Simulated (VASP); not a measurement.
Write the native input for VASP 6.6.1 that does the following.

```
Task                   : relaxation of cell and atoms
Functional             : PBEsol
Potentials or basis    : VASP PAW PBE potentials, release 64 (Hf_pv, N)
Cutoff                 : 600 eV
k mesh                 : 10 × 10 × 5
Occupations            : fermi-dirac, width 0.05 eV
Spin                   : no spin polarisation
Target pressure        : 30 GPa
Dipole correction      : no
Further INCAR settings : ALGO = Normal; EDIFF = 1e-06; IBRION = 2; EDIFFG = -0.01; NSW = 60; ISIF = 3
```

The structure of HfN lies in POSCAR:

```
HfN
1.0
    3.1339080219      0.0000000000      0.0000000000
   -1.5669540110      2.7140439601      0.0000000000
    0.0000000000      0.0000000000      5.4167677200
Hf N
2 2
Direct
    0.3333333333      0.6666666667      0.2500000000
    0.6666666667      0.3333333333      0.7500000000
    0.0000000000      0.0000000000      0.5000000000
    0.0000000000      0.0000000000      0.0000000000
```

The input as run:

INCAR

```
SYSTEM = HfN
PREC     = Accurate       ! precision mode
ENCUT    = 600            ! plane-wave cutoff, eV
EDIFF    = 1E-6           ! SCF threshold, eV
ISMEAR   = -1             ! smearing method
SIGMA    = 0.05           ! smearing width, eV
LREAL    = .False.        ! projectors in reciprocal space
LASPH    = .True.         ! aspherical terms in the spheres
NELM     = 60             ! most SCF steps
ALGO     = Normal         ! electronic algorithm
ISIF     = 3              ! what is computed and relaxed
LWAVE    = .False.        ! write WAVECAR
LCHARG   = .False.        ! write CHGCAR
GGA      = PS             ! functional
IBRION   = 2              ! ionic algorithm
NSW      = 60             ! ionic steps
EDIFFG   = -0.01          ! ionic threshold
PSTRESS  = 300.0
```

KPOINTS

```
Automatic mesh
0
Gamma
  10 10 5
  0 0 0
```

Potentials or basis: VASP PAW PBE potentials, release 64 (Hf_pv, N).

The run is started by

```bash
$ cat potpaw_PBE.64/Hf_pv/POTCAR potpaw_PBE.64/N/POTCAR > POTCAR
$ mpirun -np 1 vasp_std > vasp.out
```

It gave:

```json
{"Relaxed volume": "10.38 Å³/atom", "Relaxed cell": "a = 3.028 Å, b = 3.028 Å, c = 5.230 Å, α = 90.00°, β = 90.00°, γ = 120.00°", "Space group after relaxing (to 0.1 Å)": "P6_3/mmc (No. 194)", "Energy change on relaxing (the run minimises the enthalpy)": "+79.2 meV/atom", "Ionic steps": "5", "Pressure after relaxing": "30.0 GPa", "Band gap on the k mesh": "zero (bands 15 and 16 overlap by 2.03 eV)"}
```

Caveat: the cell is relaxed towards a set pressure, so the run minimises the enthalpy, not the energy; the PAW data sets were made with another functional, which shifts forces and pressure a little; spin-orbit coupling is left out, which moves the levels of the heavy elements.

It took 2.9 min on 1 thread of Intel(R) Xeon(R) Platinum 8488C (Sapphire Rapids), with other jobs on the host, peak memory 0.22 GiB.
